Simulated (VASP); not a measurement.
# BN (P6_3/mmc) in VASP: a series of runs

BN is run at these levels: LDA, r2SCAN; tasks: single point.

All numbers are computed with VASP 6.6.1; they aren't measurements. Logs are shortened: lines on timing, memory, paths and dates and some standing lists are left out, and cuts for length are marked.

### 1 The cell of the first run

It takes space group P6_3/mmc (No. 194, hexagonal). The conventional cell has a = 2.501 Å, b = 2.501 Å, c = 6.524 Å, α = 90.00°, β = 90.00°, γ = 120.00°. Within 1.9 Å of B (site symmetry -6m2) lie 3 N at 1.44 Å. Within 1.9 Å of N (site symmetry -6m2) lie 3 B at 1.44 Å.

### 2 Single point, LDA

Input file INCAR:

```
SYSTEM = BN
PREC     = Accurate       ! precision mode
ENCUT    = 520            ! plane-wave cutoff, eV
EDIFF    = 1E-6           ! SCF threshold, eV
ISMEAR   = 0              ! smearing method
SIGMA    = 0.01           ! smearing width, eV
LREAL    = .False.        ! projectors in reciprocal space
LASPH    = .True.         ! aspherical terms in the spheres
NELM     = 60             ! most SCF steps
ALGO     = Normal         ! electronic algorithm
ISIF     = 2              ! what is computed and relaxed
LWAVE    = .False.        ! write WAVECAR
LCHARG   = .False.        ! write CHGCAR
GGA      = CA             ! functional
NBANDS   = 16             ! bands
```

Input file KPOINTS:

```
regular mesh
0
Gamma
  6 6 2
  0 0 0
```

Input file POSCAR:

```
BN
1.0
    2.5005826212      0.0000000000      0.0000000000
   -1.2502913106      2.1655680743      0.0000000000
    0.0000000000      0.0000000000      6.5236378854
B N
2 2
Direct
    0.3333333333      0.6666666667      0.2500000000
    0.6666666667      0.3333333333      0.7500000000
    0.3333333333      0.6666666667      0.7500000000
    0.6666666667      0.3333333333      0.2500000000
```

Potentials or basis: VASP PAW LDA potentials, release 64 (B, N).

Started as:

```
cat potpaw_LDA.64/B/POTCAR potpaw_LDA.64/N/POTCAR > POTCAR
mpirun -np 1 vasp_std > vasp.out
```

OUTCAR:

```text
SYSTEM = BN
   PREC = Accurate
   ENCUT = 520
   EDIFF = 1E-6
   ISMEAR = 0
   LREAL = .False.
   LASPH = .True.
   NELM = 60
   ISIF = 2
   GGA = CA

 ion  position               nearest neighbor table
   1  0.333  0.667  0.250-   4 1.44   4 1.44   4 1.44
   2  0.667  0.333  0.750-   3 1.44   3 1.44   3 1.44
   3  0.333  0.667  0.750-   2 1.44   2 1.44   2 1.44
   4  0.667  0.333  0.250-   1 1.44   1 1.44   1 1.44

  LATTYP: Found a hexagonal cell.
 ALAT       =     2.5005826212
 C/A-ratio  =     2.6088471663

  Lattice vectors:

 A1 = (   2.5005826212,   0.0000000000,   0.0000000000)
 A2 = (  -1.2502913106,   2.1655680743,   0.0000000000)
 A3 = (   0.0000000000,   0.0000000000,   6.5236378854)

Analysis of symmetry for initial positions (statically):
=====================================================================
 Subroutine PRICEL returns:
 Original cell was already a primitive cell.

 Routine SETGRP: Setting up the symmetry group for a
 hexagonal supercell.

 Subroutine GETGRP returns: Found 24 space group operations
 (whereof 12 operations were pure point group operations)
 out of a pool of 24 trial point group operations.

The static configuration has the point symmetry D_3d.
 The point group associated with its full space group is D_6h.

Analysis of symmetry for dynamics (positions and initial velocities):
=====================================================================
 Subroutine PRICEL returns:
 Original cell was already a primitive cell.

 Routine SETGRP: Setting up the symmetry group for a
 hexagonal supercell.

 Subroutine GETGRP returns: Found 24 space group operations
 (whereof 12 operations were pure point group operations)
 out of a pool of 24 trial point group operations.

The dynamic configuration has the point symmetry D_3d.
 The point group associated with its full space group is D_6h.

 Subroutine INISYM returns: Found 24 space group operations
 (whereof 12 operations are pure point group operations),
 and found     1 'primitive' translations

----------------------------------------------------------------------------------------

                                     Primitive cell

  volume of cell :      35.3267

  direct lattice vectors                    reciprocal lattice vectors
     2.500582621  0.000000000  0.000000000     0.399906802  0.230886300  0.000000000
    -1.250291311  2.165568074  0.000000000     0.000000000  0.461772600  0.000000000
     0.000000000  0.000000000  6.523637885     0.000000000  0.000000000  0.153288704

  length of vectors
     2.500582621  2.500582621  6.523637885     0.461772600  0.461772600  0.153288704

  position of ions in fractional coordinates (direct lattice)
     0.333333333  0.666666667  0.250000000
     0.666666667  0.333333333  0.750000000
     0.333333333  0.666666667  0.750000000
     0.666666667  0.333333333  0.250000000

  ion indices of the primitive-cell ions
   primitive index   ion index
                 1           1
                 2           2
                 3           3
                 4           4

----------------------------------------------------------------------------------------

 KPOINTS: regular mesh

Automatic generation of k-mesh.
 Grid dimensions read from file:
 generate k-points for:    6    6    2

 Generating k-lattice:

  Cartesian coordinates                     Fractional coordinates (reciprocal lattice)
     0.066651134  0.038481050  0.000000000     0.166666667  0.000000000  0.000000000
     0.000000000  0.076962100  0.000000000     0.000000000  0.166666667  0.000000000
     0.000000000  0.000000000  0.076644352     0.000000000  0.000000000  0.500000000

  Length of vectors
     0.076962100  0.076962100  0.076644352

  Shift w.r.t. Gamma in fractional coordinates (k-lattice)
     0.000000000  0.000000000  0.000000000

 Subroutine IBZKPT returns following result:
 ===========================================

 Found     14 irreducible k-points:

 Following reciprocal coordinates:
            Coordinates               Weight
  0.000000  0.000000  0.000000      1.000000
  0.166667  0.000000  0.000000      6.000000
  0.333333  0.000000  0.000000      6.000000
  0.500000  0.000000  0.000000      3.000000
  0.166667  0.166667  0.000000      6.000000
  0.333333  0.166667  0.000000     12.000000
  0.333333  0.333333  0.000000      2.000000
  0.000000  0.000000  0.500000      1.000000
  0.166667  0.000000  0.500000      6.000000
  0.333333  0.000000  0.500000      6.000000
  0.500000  0.000000  0.500000      3.000000
  0.166667  0.166667  0.500000      6.000000
  0.333333  0.166667  0.500000     12.000000
  0.333333  0.333333  0.500000      2.000000
   k-points           NKPTS =     14   k-points in BZ     NKDIM =     14   number of bands    NBANDS=     16
   number of dos      NEDOS =    301   number of ions     NIONS =      4
   total plane-waves  NPLWV =  20000
   dimension x,y,z NGX =    20 NGY =   20 NGZ =   50
   dimension x,y,z NGXF=    40 NGYF=   40 NGZF=  100
   ions per type =               2   2
   NGX,Y,Z   is equivalent  to a cutoff of  13.30, 13.30, 12.74 a.u.
   NGXF,Y,Z  is equivalent  to a cutoff of  26.59, 26.59, 25.48 a.u.
 SYSTEM =  BN
   PREC   = accura    normal or accurate (medium, high low for compatibility)
   ISTART =      0    job   : 0-new  1-cont  2-samecut
   ICHARG =      2    charge: 1-file 2-atom 10-const
   ISPIN  =      1    spin polarized calculation?
   LNONCOLLINEAR =      F non collinear calculations
   LSORBIT =      F    spin-orbit coupling
   LASPH  =      T    aspherical Exc in radial PAW
   ENCUT  =  520.0 eV  38.22 Ry    6.18 a.u.   4.65  4.65 12.13*2*pi/ulx,y,z
   NELM   =     60;   NELMIN=  2; NELMDL= -5     # of ELM steps
   EDIFF  = 0.1E-05   stopping-criterion for ELM
   LREAL  =      F    real-space projection
   EDIFFG = 0.1E-04   stopping-criterion for IOM
   NSW    =      0    number of steps for IOM
   IBRION =     -1    ionic relax: 0-MD 1-quasi-New 2-CG
   NFREE  =      0    steps in history (QN), initial steepest desc. (CG)
   ISIF   =      2    stress and relaxation
   ISYM   =      2    0-nonsym 1-usesym 2-fastsym
   POTIM  = 0.5000    time-step for ionic-motion
   TEBEG  =    0.0;   TEEND  =   0.0 temperature during run
   PSTRESS=    0.0 pullay stress
   NELECT =      16.0000    total number of electrons
   NUPDOWN=      -1.0000    fix difference up-down
   EMIN   =  10.00;   EMAX   =-10.00  energy-range for DOS
   EFERMI =   0.00;   METHOD = LEGACY
   ISMEAR =     0;   SIGMA  =   0.01  broadening in eV -4-tet -1-fermi 0-gaus
   EFERMI_NEDOS =   21; number of points for ismear=-14 and -15
   IALGO  =     38    algorithm
   IMIX   =      4    mixing-type and parameters
     AMIX     =   0.40;   BMIX     =  1.00
     AMIX_MAG =   1.60;   BMIX_MAG =  1.00
  volume/ion in A,a.u.               =       8.83        59.60
  Fermi-wavevector in a.u.,A,eV,Ry     =   1.257227  2.375815 21.505653  1.580621
  Thomas-Fermi vector in A             =   2.390897
   LORBIT       =      0    0 simple, 1 ext, 2 COOP (PROOUT), +10 PAW based schemes
   GGA     = CA    functional components
   LHFCALC =     F    Hartree Fock is set to
   AEXX    =    0.0000 exact exchange contribution
   IVDW    =     0    specifies the selected vdW correction
   LEPSILON=     F    determine dielectric tensor
   LRPA    =     F    only Hartree local field effects (RPA)
 non-spin polarized calculation
 Gauss-broadening in eV      SIGMA  =   0.01
  energy-cutoff  :      520.00
  volume of cell :       35.33
 maximum number of plane-waves:       973
 NGX is ok and might be reduce to    20
   NGX =  9   NGY =  9   NGZ = 25

 number of electron      16.0000000 magnetization

 Free energy of the ion-electron system (eV)
  ---------------------------------------------------
  ext. energy  EPLUGINS =         0.00000000
  ---------------------------------------------------
  free energy    TOTEN  =       -38.57527535 eV

  energy without entropy =      -38.57527535  energy(sigma->0) =      -38.57527535

 E-fermi :   2.4008     XC(G=0): -10.6396

 val. band max:        2.3109442844   @ k =   0.3333   0.3333   0.5000
 cond. band min:       6.3689007161   @ k =   0.5000   0.0000   0.0000
 fundamental gap:      4.0579564317
 Fermi energy:         2.4007985416

 k-point     1 :       0.0000    0.0000    0.0000
  band No.  band energies     occupation
      1     -15.3218      2.00000
      2     -14.9625      2.00000
      3      -4.1204      2.00000
      4      -1.7153      2.00000
      5       0.9756      2.00000
      6       0.9756      2.00000
[... 8 lines left out ...]
     15      14.8044      0.00000
     16      15.2278      0.00000

 k-point     2 :       0.1667    0.0000    0.0000
  band No.  band energies     occupation
      1     -14.7812      2.00000
      2     -14.4444      2.00000
      3      -3.3714      2.00000
      4      -1.0539      2.00000
      5      -0.9733      2.00000
      6      -0.9225      2.00000
[... 8 lines left out ...]
     15      16.1089      0.00000
     16      16.2998      0.00000

 k-point     3 :       0.3333    0.0000    0.0000
  band No.  band energies     occupation
      1     -13.3134      2.00000
      2     -13.0548      2.00000
      3      -4.5516      2.00000
      4      -4.4512      2.00000
      5      -1.2974      2.00000
      6      -1.2702      2.00000
[... 8 lines left out ...]
     15      17.8881      0.00000
     16      20.7596      0.00000

 k-point     4 :       0.5000    0.0000    0.0000
  band No.  band energies     occupation
      1     -12.0572      2.00000
      2     -11.9741      2.00000
      3      -6.5704      2.00000
      4      -6.4974      2.00000
      5      -1.8552      2.00000
      6      -1.7770      2.00000
[... 8 lines left out ...]
     15      17.2564      0.00000
     16      21.1257      0.00000

 k-point     5 :       0.1667    0.1667    0.0000
  band No.  band energies     occupation
      1     -13.7646      2.00000
      2     -13.4761      2.00000
      3      -3.1523      2.00000
      4      -3.1347      2.00000
      5      -1.9339      2.00000
      6      -1.6224      2.00000
[... 8 lines left out ...]
     15      16.8802      0.00000
     16      17.4191      0.00000

 k-point     6 :       0.3333    0.1667    0.0000
  band No.  band energies     occupation
      1     -12.1909      2.00000
      2     -12.0320      2.00000
      3      -5.7596      2.00000
      4      -5.6685      2.00000
      5      -3.0119      2.00000
      6      -2.9261      2.00000
[... 8 lines left out ...]
     15      17.0499      0.00000
     16      20.4029      0.00000
[... 77 lines left out ...]
 k-point    11 :       0.5000    0.0000    0.5000
  band No.  band energies     occupation
      1     -12.0152      2.00000
      2     -12.0152      2.00000
      3      -6.5432      2.00000
      4      -6.5432      2.00000
      5      -1.8164      2.00000
      6      -1.8164      2.00000
[... 8 lines left out ...]
     15      18.9472      0.00000
     16      18.9472      0.00000

 k-point    12 :       0.1667    0.1667    0.5000
  band No.  band energies     occupation
      1     -13.6248      2.00000
      2     -13.6248      2.00000
      3      -3.1565      2.00000
      4      -3.1565      2.00000
      5      -1.6051      2.00000
      6      -1.6051      2.00000
[... 8 lines left out ...]
     15      17.2672      0.00000
     16      17.2672      0.00000

 k-point    13 :       0.3333    0.1667    0.5000
  band No.  band energies     occupation
      1     -12.1123      2.00000
      2     -12.1123      2.00000
      3      -5.7205      2.00000
      4      -5.7205      2.00000
      5      -2.9735      2.00000
      6      -2.9735      2.00000
[... 8 lines left out ...]
     15      18.3694      0.00000
     16      18.3694      0.00000

 k-point    14 :       0.3333    0.3333    0.5000
  band No.  band energies     occupation
      1     -11.4113      2.00000
      2     -11.4113      2.00000
      3      -5.6615      2.00000
      4      -5.6615      2.00000
      5      -4.7482      2.00000
      6      -4.7482      2.00000
[... 8 lines left out ...]
     15      19.8217      0.00000
     16      19.8217      0.00000

------------------------ aborting loop because EDIFF is reached ----------------------------------------

  FORCE on cell =-STRESS in cart. coord.  units (eV):
  Direction    XX          YY          ZZ          XY          YZ          ZX
  --------------------------------------------------------------------------------------
  -------------------------------------------------------------------------------------
  Total       -0.9849788     -0.9849788     -0.0620137      0.0000000      0.0000000      0.0000000
  in kB      -44.6719131    -44.6719131     -2.8125170      0.0000000      0.0000000      0.0000000
  external PRESSURE =     -30.7187811 kB  Pullay stress =       0.0000000 kB

 VOLUME and BASIS-vectors are now :
 -----------------------------------------------------------------------------
  energy-cutoff  :      520.00
  volume of cell :       35.33
      direct lattice vectors                 reciprocal lattice vectors
     2.500582621  0.000000000  0.000000000     0.399906802  0.230886300  0.000000000
    -1.250291311  2.165568074  0.000000000     0.000000000  0.461772600  0.000000000
     0.000000000  0.000000000  6.523637885     0.000000000  0.000000000  0.153288704

 POSITION                                       TOTAL-FORCE (eV/Angst)
 -----------------------------------------------------------------------------------
     -0.00000      1.44371      1.63091        -0.000000      0.000000      0.000000
      1.25029      0.72186      4.89273         0.000000     -0.000000      0.000000
     -0.00000      1.44371      4.89273         0.000000      0.000000      0.000000
      1.25029      0.72186      1.63091        -0.000000      0.000000      0.000000
 -----------------------------------------------------------------------------------
    total drift:                               -0.000000      0.000000      0.000000

  FREE ENERGIE OF THE ION-ELECTRON SYSTEM (eV)
  ---------------------------------------------------
  free  energy   TOTEN  =       -38.5752753520 eV

  energy  without entropy=      -38.5752753520  energy(sigma->0) =      -38.57527535
```

It took 7.5 s on 1 thread of Intel Xeon 8259CL, shared host; peak memory 0.13 GiB.

What came out:

| Item | Value |
| --- | --- |
| Free energy | -38.5753 eV |
| Pressure | -3.1 GPa |
| Band gap on the k mesh | 4.06 eV (least direct gap 4.45 eV) |

Levels at points of the mesh, in eV from the valence-band top:
```csv
k point,band 4,band 5,band 6,band 7,band 8,band 9,band 10,band 11,band 12,band 13
"(0.00, 0.00, 0.00)",-4.03,-1.34,-1.34,-1.29,-1.29,5.06,10.27,11.46,11.46,11.60
"(0.50, 0.00, 0.00)",-8.81,-4.17,-4.09,-1.54,-0.39,4.06,5.62,9.53,9.97,12.39
"(0.00, 0.00, 0.50)",-5.38,-1.31,-1.31,-1.31,-1.31,7.59,7.59,11.53,11.53,11.53
"(0.50, 0.00, 0.50)",-8.85,-4.13,-4.13,-0.94,-0.94,4.56,4.56,9.96,9.96,13.32
```

Caveat: the k points lie up to 0.48 Å⁻¹ apart. A k mesh can miss the band edges.

### 3 Single point, r2SCAN

POSCAR is that of step 2.

Input file INCAR.step1:

```
SYSTEM = BN
PREC = Accurate
ENCUT = 520
ISMEAR = 0
SIGMA = 0.01
LREAL = .False.
LASPH = .True.
NELM = 100
NBANDS = 16
GGA = PE
ALGO = Normal
EDIFF = 1E-4
LWAVE = .True.
LCHARG = .False.
```

Input file INCAR.step2:

```
SYSTEM = BN
PREC = Accurate
ENCUT = 520
EDIFF = 1E-7
ISMEAR = 0
SIGMA = 0.01
LREAL = .False.
LASPH = .True.
NELM = 100
ALGO = Normal
ISIF = 2
LWAVE = .False.
LCHARG = .False.
METAGGA = R2SCAN
LMIXTAU = .True.
NBANDS = 16
ISTART = 1
```

Input file KPOINTS:

```
Automatic mesh
0
Gamma
  6 6 2
  0 0 0
```

Potentials or basis: VASP PAW PBE potentials, release 64 (B, N).

Started as:

```
cat potpaw_PBE.64/B/POTCAR potpaw_PBE.64/N/POTCAR > POTCAR
cp INCAR.step1 INCAR
mpirun -np 1 vasp_std > vasp.out
cp INCAR.step2 INCAR
mpirun -np 1 vasp_std > vasp.out
```

Wall time 52 s (1 thread of Intel Xeon 8259CL, shared host); peak memory 0.15 GiB.

Results (log left out):

| Quantity | Value |
| --- | --- |
| Free energy | -38.5855 eV |
| Pressure | 1.0 GPa |
| Band gap on the k mesh | 4.86 eV (least direct gap 5.25 eV) |

Stress tensor (GPa, compression positive):
```
0.90 0.00 0.00
0.00 0.90 0.00
0.00 0.00 1.35
```

Levels at points of the mesh, in eV from the valence-band top:
```csv
k point,band 5,band 6,band 7,band 8,band 9,band 10,band 11,band 12
"(0.00, 0.00, 0.00)",-1.35,-1.35,-1.30,-1.30,5.77,11.35,12.32,12.32
"(0.50, 0.00, 0.00)",-4.30,-4.22,-1.50,-0.39,4.86,6.43,10.27,10.69
"(0.00, 0.00, 0.50)",-1.32,-1.32,-1.32,-1.32,8.38,8.38,12.40,12.40
"(0.50, 0.00, 0.50)",-4.26,-4.26,-0.92,-0.92,5.35,5.35,10.69,10.69
```

Caveat: the k points lie up to 0.48 Å⁻¹ apart; the PAW data sets were made with another functional, which shifts forces and pressure a little.
